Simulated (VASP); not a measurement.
# SnSe (Fm-3m) in VASP: further runs

Runs on SnSe. Level: PBE. Tasks: single point.

Program: VASP 6.6.1. These are calculated values, not measurements. Logs are shortened: lines on timing, memory, paths and dates and some standing lists are left out, and cuts for length are marked.

### 1 The cell of the first run

It takes space group Fm-3m (No. 225, cubic). The conventional cell has a = 5.766 Å, b = 5.766 Å, c = 5.766 Å, α = 90.00°, β = 90.00°, γ = 90.00°. Within 3.8 Å of Sn (site symmetry m-3m) lie 6 Se at 2.88 Å. Se (site symmetry m-3m) has 6 Sn at 2.88 Å within 3.8 Å.

### 2 Single point, PBE

File INCAR:

```
SYSTEM = SnSe
  PREC = Accurate
  ENCUT = 520
  EDIFF = 1E-7
  ISMEAR = 0
  SIGMA = 0.02
  LREAL = .FALSE.
  LASPH = .TRUE.
  NELM = 100
  ALGO = Normal
  ISIF = 2
  LWAVE = .FALSE.
  LCHARG = .FALSE.
  GGA = PE
  NBANDS = 17
```

File KPOINTS:

```
regular mesh
0
G
  10 10 10
  0 0 0
```

File POSCAR:

```
SnSe
1.0
    0.0000000000      2.8831441517      2.8831441517
    2.8831441517      0.0000000000      2.8831441517
    2.8831441517      2.8831441517      0.0000000000
Sn Se
1 1
Direct
    0.0000000000      0.0000000000      0.0000000000
    0.5000000000      0.5000000000      0.5000000000
```

Potentials or basis: VASP PAW PBE potentials, release 64 (Sn_d, Se).

On the command line:

```
> cat potpaw_PBE.64/Sn_d/POTCAR potpaw_PBE.64/Se/POTCAR > POTCAR
> mpirun -np 1 vasp_std > vasp.out
```

OUTCAR:

```text
SYSTEM = SnSe
   PREC = Accurate
   ENCUT = 520
   EDIFF = 1E-7
   ISMEAR = 0
   LREAL = .FALSE.
   LASPH = .TRUE.
   NELM = 100
   ISIF = 2
   GGA = PE

 ion  position               nearest neighbor table
   1  0.000  0.000  0.000-   2 2.88   2 2.88   2 2.88   2 2.88   2 2.88   2 2.88
   2  0.500  0.500  0.500-   1 2.88   1 2.88   1 2.88   1 2.88   1 2.88   1 2.88

  LATTYP: Found a face centered cubic cell.
 ALAT       =     5.7662883034

  Lattice vectors:

 A1 = (   0.0000000000,   2.8831441517,   2.8831441517)
 A2 = (   2.8831441517,   0.0000000000,   2.8831441517)
 A3 = (   2.8831441517,   2.8831441517,   0.0000000000)

Analysis of symmetry for initial positions (statically):
=====================================================================
 Subroutine PRICEL returns:
 Original cell was already a primitive cell.

 Routine SETGRP: Setting up the symmetry group for a
 face centered cubic supercell.

 Subroutine GETGRP returns: Found 48 space group operations
 (whereof 48 operations were pure point group operations)
 out of a pool of 48 trial point group operations.

The static configuration has the point symmetry O_h .

Analysis of symmetry for dynamics (positions and initial velocities):
=====================================================================
 Subroutine PRICEL returns:
 Original cell was already a primitive cell.

 Routine SETGRP: Setting up the symmetry group for a
 face centered cubic supercell.

 Subroutine GETGRP returns: Found 48 space group operations
 (whereof 48 operations were pure point group operations)
 out of a pool of 48 trial point group operations.

The dynamic configuration has the point symmetry O_h .

 Subroutine INISYM returns: Found 48 space group operations
 (whereof 48 operations are pure point group operations),
 and found     1 'primitive' translations

----------------------------------------------------------------------------------------

                                     Primitive cell

  volume of cell :      47.9324

  direct lattice vectors                    reciprocal lattice vectors
     0.000000000  2.883144152  2.883144152    -0.173421783  0.173421783  0.173421783
     2.883144152  0.000000000  2.883144152     0.173421783 -0.173421783  0.173421783
     2.883144152  2.883144152  0.000000000     0.173421783  0.173421783 -0.173421783

[... 73 lines left out ...]
 SYSTEM =  SnSe
   PREC   = accura    normal or accurate (medium, high low for compatibility)
   ISTART =      0    job   : 0-new  1-cont  2-samecut
   ICHARG =      2    charge: 1-file 2-atom 10-const
   ISPIN  =      1    spin polarized calculation?
   LNONCOLLINEAR =      F non collinear calculations
   LSORBIT =      F    spin-orbit coupling
   LASPH  =      T    aspherical Exc in radial PAW
   ENCUT  =  520.0 eV  38.22 Ry    6.18 a.u.   7.58  7.58  7.58*2*pi/ulx,y,z
   NELM   =    100;   NELMIN=  2; NELMDL= -5     # of ELM steps
   EDIFF  = 0.1E-06   stopping-criterion for ELM
   LREAL  =      F    real-space projection
   EDIFFG = 0.1E-05   stopping-criterion for IOM
   NSW    =      0    number of steps for IOM
   IBRION =     -1    ionic relax: 0-MD 1-quasi-New 2-CG
   NFREE  =      0    steps in history (QN), initial steepest desc. (CG)
   ISIF   =      2    stress and relaxation
   ISYM   =      2    0-nonsym 1-usesym 2-fastsym
   POTIM  = 0.5000    time-step for ionic-motion
   TEBEG  =    0.0;   TEEND  =   0.0 temperature during run
   PSTRESS=    0.0 pullay stress
   NELECT =      20.0000    total number of electrons
   NUPDOWN=      -1.0000    fix difference up-down
   EMIN   =  10.00;   EMAX   =-10.00  energy-range for DOS
   EFERMI =   0.00;   METHOD = LEGACY
   ISMEAR =     0;   SIGMA  =   0.02  broadening in eV -4-tet -1-fermi 0-gaus
   EFERMI_NEDOS =   21; number of points for ismear=-14 and -15
   IALGO  =     38    algorithm
   IMIX   =      4    mixing-type and parameters
     AMIX     =   0.40;   BMIX     =  1.00
     AMIX_MAG =   1.60;   BMIX_MAG =  1.00
  volume/ion in A,a.u.               =      23.97       161.73
  Fermi-wavevector in a.u.,A,eV,Ry     =   1.223325  2.311749 20.361442  1.496524
  Thomas-Fermi vector in A             =   2.358440
   LORBIT       =      0    0 simple, 1 ext, 2 COOP (PROOUT), +10 PAW based schemes
   GGA     = PE    functional components
   LHFCALC =     F    Hartree Fock is set to
   AEXX    =    0.0000 exact exchange contribution
   IVDW    =     0    specifies the selected vdW correction
   LEPSILON=     F    determine dielectric tensor
   LRPA    =     F    only Hartree local field effects (RPA)
 non-spin polarized calculation
 Gauss-broadening in eV      SIGMA  =   0.02
  energy-cutoff  :      520.00
  volume of cell :       47.93
 maximum number of plane-waves:      1308
   NGX = 15   NGY = 15   NGZ = 15

 number of electron      19.9999992 magnetization

 Free energy of the ion-electron system (eV)
  ---------------------------------------------------
  ext. energy  EPLUGINS =         0.00000000
  ---------------------------------------------------
  free energy    TOTEN  =        -8.00314578 eV

  energy without entropy =       -8.00314578  energy(sigma->0) =       -8.00314578

 E-fermi :   7.4337     XC(G=0): -10.1994

 val. band max:        7.3298471413   @ k =  -0.2000   0.2000   0.0000
 cond. band min:       7.6511003117   @ k =  -0.4000   0.1000   0.0000
 fundamental gap:      0.3212531703
 Fermi energy:         7.4337459254

 k-point     1 :       0.0000    0.0000    0.0000
  band No.  band energies     occupation
      1     -14.4971      2.00000
      2     -14.4971      2.00000
      3     -14.4929      2.00000
      4     -14.4929      2.00000
      5     -14.4929      2.00000
      6      -7.7073      2.00000
[... 457 lines left out ...]
      4     -14.4702      2.00000
      5     -14.4689      2.00000
      6      -6.4599      2.00000
[... 9 lines left out ...]
     16      18.3367      0.00000
     17      18.8859      0.00000

 [... further k-points ...]
[... 5 lines left out ...]
  --------------------------------------------------------------------------------------
  -------------------------------------------------------------------------------------
  Total        2.9924348      2.9924348      2.9924348      0.0000000      0.0000000     -0.0000000
  in kB      100.0244579    100.0244579    100.0244579      0.0000000      0.0000000     -0.0000000
  external PRESSURE =     100.0244579 kB  Pullay stress =       0.0000000 kB

 VOLUME and BASIS-vectors are now :
 -----------------------------------------------------------------------------
  energy-cutoff  :      520.00
  volume of cell :       47.93
      direct lattice vectors                 reciprocal lattice vectors
     0.000000000  2.883144152  2.883144152    -0.173421783  0.173421783  0.173421783
     2.883144152  0.000000000  2.883144152     0.173421783 -0.173421783  0.173421783
     2.883144152  2.883144152  0.000000000     0.173421783  0.173421783 -0.173421783

 POSITION                                       TOTAL-FORCE (eV/Angst)
 -----------------------------------------------------------------------------------
      0.00000      0.00000      0.00000         0.000000      0.000000      0.000000
      2.88314      2.88314      2.88314        -0.000000      0.000000     -0.000000
 -----------------------------------------------------------------------------------
    total drift:                               -0.000000      0.000000      0.000000

  FREE ENERGIE OF THE ION-ELECTRON SYSTEM (eV)
  ---------------------------------------------------
  free  energy   TOTEN  =        -8.0031457818 eV

  energy  without entropy=       -8.0031457818  energy(sigma->0) =       -8.00314578
```

OSZICAR:

```text
N       E                     dE             d eps       ncg     rms          rms(c)
DAV:   1     0.137022878708E+03    0.13702E+03   -0.99317E+03  1608   0.151E+03
DAV:   2     0.484041119112E+01   -0.13218E+03   -0.12822E+03  1703   0.362E+02
DAV:   3    -0.781636208174E+01   -0.12657E+02   -0.12578E+02  1957   0.955E+01
DAV:   4    -0.812146332446E+01   -0.30510E+00   -0.30490E+00  1936   0.155E+01
DAV:   5    -0.812940781809E+01   -0.79445E-02   -0.79439E-02  2238   0.249E+00    0.387E+00
DAV:   6    -0.800509581236E+01    0.12431E+00   -0.26543E-01  2318   0.330E+00    0.238E+00
DAV:   7    -0.800191806776E+01    0.31777E-02   -0.68477E-02  1930   0.124E+00    0.971E-01
DAV:   8    -0.800313697102E+01   -0.12189E-02   -0.68033E-03  2074   0.763E-01    0.821E-02
DAV:   9    -0.800312657286E+01    0.10398E-04   -0.87875E-04  2322   0.298E-01    0.478E-02
DAV:  10    -0.800314116692E+01   -0.14594E-04   -0.11569E-04  1965   0.676E-02    0.113E-02
DAV:  11    -0.800314582346E+01   -0.46565E-05   -0.19482E-05  2101   0.425E-02    0.546E-03
DAV:  12    -0.800314578180E+01    0.41666E-07   -0.84292E-07  2049   0.886E-03
   1 F= -.80031458E+01 E0= -.80031458E+01  d E =-.257727E-15
```

stdout:

```text
POSCAR found type information on POSCAR SnSe
 POSCAR found :  2 types and       2 ions
 scaLAPACK will be used
 LDA part: xc-table for (Slater+PW92), standard interpolation
 POSCAR, INCAR and KPOINTS ok, starting setup
 FFT: planning ... GRIDC
 FFT: planning ... GRID_SOFT
 FFT: planning ... GRID
 WAVECAR not read
 entering main loop
```

Wall time 37 s (1 thread of Intel Xeon 8259CL, shared host); peak memory 0.19 GiB.

What came out:

```yaml
Free_energy: -8.0031 eV
Pressure: 10.0 GPa
Band_gap_on_the_k_mesh: 0.32 eV (least direct gap 0.56 eV)
```

Caveat: the cell stands under pressure; spin-orbit coupling is left out, which moves the levels of the heavy elements. A k mesh can miss the band edges.

### 3 Single point, PBE

This run uses another cell than the first one, of 25.55 Å³/atom.

File INCAR:

```
PREC = Accurate
ENCUT = 520
EDIFF = 1E-7
ISMEAR = 0
SIGMA = 0.02
LREAL = F
LASPH = T
NELM = 80
ALGO = Normal
ISIF = 2
LWAVE = F
LCHARG = F
GGA = PE
NBANDS = 17
```

File KPOINTS:

```
Automatic mesh
0
Gamma
  10 10 10
```

File POSCAR:

```
SnSe
1.0
    0.0000000000      2.9452015435      2.9452015435
    2.9452015435      0.0000000000      2.9452015435
    2.9452015435      2.9452015435      0.0000000000
Sn Se
1 1
Direct
    0.0000000000      0.0000000000      0.0000000000
    0.5000000000      0.5000000000      0.5000000000
```

Potentials or basis: VASP PAW PBE potentials, release 64 (Sn_d, Se).

On the command line:

```
> cat potpaw_PBE.64/Sn_d/POTCAR potpaw_PBE.64/Se/POTCAR > POTCAR
> mpirun -np 1 vasp_std > vasp.out
```

Wall time 49 s (1 thread of Intel Xeon 8259CL, shared host); peak memory 0.2 GiB.

The run converged. Its results:

```
Free energy            : -8.1497 eV
Pressure               : 5.0 GPa
Band gap on the k mesh : 0.47 eV (least direct gap 0.59 eV)
```

Levels at points of the mesh, in eV from the valence-band top:
```
           k point  band 8  band 9  band 10  band 11  band 12  band 13
(0.00, 0.00, 0.00)   -2.42   -2.42    -2.42     4.52     4.52     4.52
(0.50, 0.00, 0.00)   -2.16   -2.16    -0.09     0.79     1.16     1.16
(0.50, 0.50, 0.00)   -5.98   -4.00    -4.00     2.75     5.68     5.68
```

Caveat: the cell stands under pressure; spin-orbit coupling is left out, which moves the levels of the heavy elements. A k mesh can miss the band edges.

### 4 Single point, PBE

This run uses another cell than the first one, of 26.80 Å³/atom.

File INCAR:

```
SYSTEM = SnSe
PREC = Accurate
ENCUT = 520
EDIFF = 1E-6
ISMEAR = 0
SIGMA = 0.02
LREAL = .FALSE.
LASPH = .TRUE.
NELM = 80
ALGO = Normal
ISIF = 2
LWAVE = .FALSE.
LCHARG = .FALSE.
GGA = PE
NBANDS = 17
```

File KPOINTS:

```
regular mesh
0
G
  10 10 10
  0 0 0
```

File POSCAR:

```
SnSe
1.0
    0.0000000000      2.9927335853      2.9927335853
    2.9927335853      0.0000000000      2.9927335853
    2.9927335853      2.9927335853      0.0000000000
Sn Se
1 1
Direct
    0.0000000000      0.0000000000      0.0000000000
    0.5000000000      0.5000000000      0.5000000000
```

On the command line:

```
> cat potpaw_PBE.64/Sn_d/POTCAR potpaw_PBE.64/Se/POTCAR > POTCAR
> mpirun -np 1 vasp_std > vasp.out
```

It took 62 s on 1 thread of Intel Xeon 8259CL, shared host; peak memory 0.2 GiB.

Results (log left out):

- Free energy: -8.2042 eV
- Pressure: 2.0 GPa
- Band gap on the k mesh: 0.52 eV (least direct gap 0.64 eV)

Levels at points of the mesh, in eV from the valence-band top:
| k point | band 8 | band 9 | band 10 | band 11 | band 12 | band 13 |
| --- | --- | --- | --- | --- | --- | --- |
| (0.00, 0.00, 0.00) | -2.22 | -2.22 | -2.22 | 4.40 | 4.40 | 4.40 |
| (0.50, 0.00, 0.00) | -1.97 | -1.97 | 0.00 | 0.66 | 1.25 | 1.25 |
| (0.50, 0.50, 0.00) | -5.57 | -3.70 | -3.70 | 2.98 | 5.46 | 5.46 |

Caveat: spin-orbit coupling is left out, which moves the levels of the heavy elements.

### 5 Single point, PBE

This run uses another cell than the first one, of 26.80 Å³/atom.

File INCAR:

```
ALGO     = Normal         # electronic algorithm
EDIFF    = 1E-7           # SCF threshold, eV
ENCUT    = 520            # plane-wave cutoff, eV
GGA      = PE             # functional
ISIF     = 2              # what is computed and relaxed
ISMEAR   = 0              # smearing method
LASPH    = True           # aspherical terms in the spheres
LCHARG   = False          # write CHGCAR
LREAL    = False          # projectors in reciprocal space
LWAVE    = False          # write WAVECAR
NBANDS   = 17             # bands
NELM     = 100            # most SCF steps
PREC     = Accurate       # precision mode
SIGMA    = 0.02           # smearing width, eV
```

File KPOINTS:

```
k-points
0
Gamma
  10 10 10
```

POSCAR is that of step 4.

On the command line:

```
> cat potpaw_PBE.64/Sn_d/POTCAR potpaw_PBE.64/Se/POTCAR > POTCAR
> mpirun -np 1 vasp_std > vasp.out
```

Wall time 62 s (1 thread of Intel Xeon 8259CL, shared host); peak memory 0.2 GiB.

The run converged. Its results:

* Free energy: -8.2042 eV
* Pressure: 2.0 GPa
* Band gap on the k mesh: 0.52 eV (least direct gap 0.64 eV)

Levels at points of the mesh, in eV from the valence-band top:
| k point | band 7 | band 8 | band 9 | band 10 | band 11 | band 12 | band 13 | band 14 |
| --- | --- | --- | --- | --- | --- | --- | --- | --- |
| (0.00, 0.00, 0.00) | -4.99 | -2.22 | -2.22 | -2.22 | 4.40 | 4.40 | 4.40 | 5.86 |
| (0.50, 0.00, 0.00) | -8.12 | -1.97 | -1.97 | 0.00 | 0.66 | 1.25 | 1.25 | 8.31 |
| (0.50, 0.50, 0.00) | -6.00 | -5.57 | -3.70 | -3.70 | 2.98 | 5.46 | 5.46 | 6.10 |

Caveat: spin-orbit coupling is left out, which moves the levels of the heavy elements.

### 6 Single point, PBE

This run uses another cell than the first one, of 27.84 Å³/atom.

File INCAR:

```
PREC     = Accurate       # precision mode
ENCUT    = 520            # plane-wave cutoff, eV
EDIFF    = 1E-6           # SCF threshold, eV
ISMEAR   = 0              # smearing method
SIGMA    = 0.02           # smearing width, eV
LREAL    = F              # projectors in reciprocal space
LASPH    = T              # aspherical terms in the spheres
NELM     = 100            # most SCF steps
ALGO     = Normal         # electronic algorithm
ISIF     = 2              # what is computed and relaxed
LWAVE    = F              # write WAVECAR
LCHARG   = F              # write CHGCAR
GGA      = PE             # functional
NBANDS   = 17             # bands
```

File KPOINTS:

```
regular mesh
0
Gamma
  10 10 10
```

File POSCAR:

```
SnSe
1.0
    0.0000000000      3.0307985902      3.0307985902
    3.0307985902      0.0000000000      3.0307985902
    3.0307985902      3.0307985902      0.0000000000
Sn Se
1 1
Direct
    0.0000000000      0.0000000000      0.0000000000
    0.5000000000      0.5000000000      0.5000000000
```

Potentials or basis: VASP PAW PBE potentials, release 64 (Sn_d, Se).

On the command line:

```
> cat potpaw_PBE.64/Sn_d/POTCAR potpaw_PBE.64/Se/POTCAR > POTCAR
> mpirun -np 1 vasp_std > vasp.out
```

It took 46 s on 1 thread of Intel Xeon 8259CL, shared host; peak memory 0.2 GiB.

Results (log left out):

| Item | Value |
| --- | --- |
| Free energy | -8.2170 eV |
| Pressure | 0.0 GPa |
| Band gap on the k mesh | 0.49 eV (least direct gap 0.49 eV) |

Levels at points of the mesh, in eV from the valence-band top:
| k point | band 8 | band 9 | band 10 | band 11 | band 12 | band 13 |
| --- | --- | --- | --- | --- | --- | --- |
| (0.00, 0.00, 0.00) | -2.14 | -2.14 | -2.14 | 4.23 | 4.23 | 4.23 |
| (0.50, 0.00, 0.00) | -1.90 | -1.90 | 0.00 | 0.49 | 1.25 | 1.25 |
| (0.50, 0.50, 0.00) | -5.33 | -3.55 | -3.55 | 3.09 | 5.22 | 5.22 |

Caveat: spin-orbit coupling is left out, which moves the levels of the heavy elements. A k mesh can miss the band edges.

### 7 The runs side by side

| cell | gap on the mesh (eV) | pressure (GPa) |
| --- | --- | --- |
| a = 4.077 Å, angles 60.0°, 2 atoms | 0.32 | 10.0 |
| a = 4.165 Å, angles 60.0°, 2 atoms | 0.47 | 5.0 |
| a = 4.232 Å, angles 60.0°, 2 atoms | 0.52 | 2.0 |
| a = 4.286 Å, angles 60.0°, 2 atoms | 0.49 | 0.0 |

Alike in all rows: task single point; level PBE; potentials or basis VASP PAW PBE potentials, release 64 (Sn_d, Se); no spin polarisation; k mesh 10 × 10 × 10; cutoff (eV) 520; smearing gaussian 0.02 eV.

Caveats: spin-orbit coupling is left out, which moves the levels of the heavy elements; the cell stands under pressure (at least some runs).

Total energies depend on the potentials used, so only differences within one code and one set of settings carry meaning.
